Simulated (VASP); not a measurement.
A run of VASP 6.6.1:

INCAR

```
SYSTEM = Cs
ALGO = Normal ; EDIFF = 1E-7
ENCUT = 520 ; GGA = PE
ISIF = 2 ; ISMEAR = -1
LASPH = .True. ; LCHARG = .False.
LREAL = .False. ; LWAVE = .False.
NBANDS = 26 ; NELM = 100
PREC = Accurate ; SIGMA = 0.05
```

The input KPOINTS:

```
k-points
0
Gamma
  6 4 4
  0 0 0
```

POSCAR

```
Cs
1.0
   -2.7487440651      4.7609643778      0.0000000000
    0.0000000000      0.0000000000      8.9059307710
    8.2462321953      4.7609643778      0.0000000000
Cs
4
Direct
    0.5000000000      0.2500000000      0.1666666670
    0.0000000000      0.2500000000      0.6666666670
    0.0000000000      0.7500000000      0.3333333330
    0.5000000000      0.7500000000      0.8333333330
```

Potentials or basis: VASP PAW PBE potentials, release 64 (Cs_sv).

Run with:

```bash
$ cat potpaw_PBE.64/Cs_sv/POTCAR > POTCAR
$ mpirun -np 1 vasp_std > vasp.out
```

Hardware: 1 thread of AMD EPYC 9R45 96-Core Processor (Zen 5), with other jobs on the host.

How long does it take, and how much memory?

It took 3.6 min on 1 thread of AMD EPYC 9R45 96-Core Processor (Zen 5), on a shared host, peak memory 0.62 GiB. Counts: scf iterations 13, k points 36.
